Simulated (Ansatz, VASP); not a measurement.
**Mo4C in VASP and in Ansatz**

Contents of INCAR:

```
SYSTEM = Mo4C
PREC = Accurate
ENCUT = 520
EDIFF = 1E-6
ISMEAR = 0
SIGMA = 0.1
LREAL = .FALSE.
LASPH = .TRUE.
NELM = 60
ALGO = Normal
ISIF = 2
LWAVE = .FALSE.
LCHARG = .FALSE.
LDIPOL = .TRUE.
IDIPOL = 3
DIPOL = 0.5 0.5 0.340
NBANDS = 38
```

File KPOINTS:

```
Automatic mesh
0
G
  9 9 1
  0 0 0
```

Contents of POSCAR:

```
Mo4C
1.0
    3.1111816891      0.0000000000      0.0000000000
    0.0000000000      3.1111816891      0.0000000000
    0.0000000000      0.0000000000     21.5098172784
Mo C
4 1
Direct
    0.5000000000      0.5000000000      0.1859615983
    0.0000000000      0.0000000000      0.2582816382
    0.5000000000      0.5000000000      0.3325055024
    0.0000000000      0.0000000000      0.3956248056
    0.2500000000      0.2500000000      0.5281224443
```

Input for Ansatz:

```yaml
crystal:
  lattice:
    - [3.1111816891, 0.0, 0.0]
    - [0.0, 3.1111816891, 0.0]
    - [0.0, 0.0, 21.5098172784]
  atoms:
    - { symbol: Mo, position: [0.5, 0.5, 0.1859615983] }
    - { symbol: Mo, position: [0.0, 0.0, 0.2582816382] }
    - { symbol: Mo, position: [0.5, 0.5, 0.3325055024] }
    - { symbol: Mo, position: [0.0, 0.0, 0.3956248056] }
    - { symbol: C, position: [0.25, 0.25, 0.5281224443] }
basis:
  ecutwfc: 420
kpoints:
  mp_grid: { grid: [9, 9, 1] }
hamiltonian:
  xc: lda
scf:
  occupations: { method: gaussian, width: 0.1 }
output:
  forces: true
  eigenvalues: true
efield:
  axis: 3
  dipole_correction: true
  ramp_width: 0.04
```

Alike in both runs: task single point; functional LDA; k mesh 9 × 9 × 1; occupations gaussian, width 0.1 eV; no spin polarisation.

|  | VASP | Ansatz |
| --- | --- | --- |
| version | VASP 6.6.1 | Ansatz 0.2.0 |
| potentials or method | VASP PAW LDA potentials, release 64 (Mo_sv, C), cutoff 520 eV | scalar-relativistic, plane waves, PAW |
| valence electrons in the cell | 60 | 60 |

Ansatz gave:

| Quantity | Value |
| --- | --- |
| gap on the k mesh at the Fermi level (eV) | none |
| rms of the force components (eV/Å) | 1.010 |

Question: Which values does VASP return?

Answer: gap on the k mesh at the Fermi level (eV): none; rms of the force components (eV/Å): 1.017.

LDA's correlation is that of Perdew and Zunger in VASP and of Perdew and Wang (1992) in Ansatz. Atom by atom the forces differ by 0.029 eV/Å (rms over components). A gap of «none» marks a metal or a gap that the smearing closes.
